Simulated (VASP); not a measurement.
Input of a VASP 6.6.1 run:

Contents of INCAR:

```
SYSTEM = TiNi3C
ALGO = Normal
EDIFF = 1E-7
EDIFFG = -0.01
ENCUT = 600
GGA = PE
IBRION = 2
ISIF = 3
ISMEAR = 0
LASPH = .True.
LCHARG = .False.
LREAL = .False.
LWAVE = .False.
NELM = 80
NSW = 100
PREC = Accurate
SIGMA = 0.1
```

KPOINTS

```
k-points
0
Gamma
  10 10 10
  0 0 0
```

POSCAR

```
TiNi3C
1.0
    3.8138548874      0.0000000000      0.0000000000
    0.0000000000      3.8138548874      0.0000000000
    0.0000000000      0.0000000000      3.8138548874
Ti Ni C
1 3 1
Direct
    0.0000000000      0.0000000000      0.0000000000
    0.0000000000      0.5000000000      0.5000000000
    0.5000000000      0.0000000000      0.5000000000
    0.5000000000      0.5000000000      0.0000000000
    0.5000000000      0.5000000000      0.5000000000
```

Potentials or basis: VASP PAW PBE potentials, release 64 (Ti_sv, Ni, C).

Launch:

```sh
$ cat potpaw_PBE.64/Ti_sv/POTCAR potpaw_PBE.64/Ni/POTCAR potpaw_PBE.64/C/POTCAR > POTCAR
$ mpirun -np 1 vasp_std > vasp.out
```

(1) Estimate the band gap on the k mesh.

(2) Predict the relaxed volume.

Results:

(1) zero (bands 23 and 24 overlap by 0.21 eV).

(2) 11.11 Å³/atom.
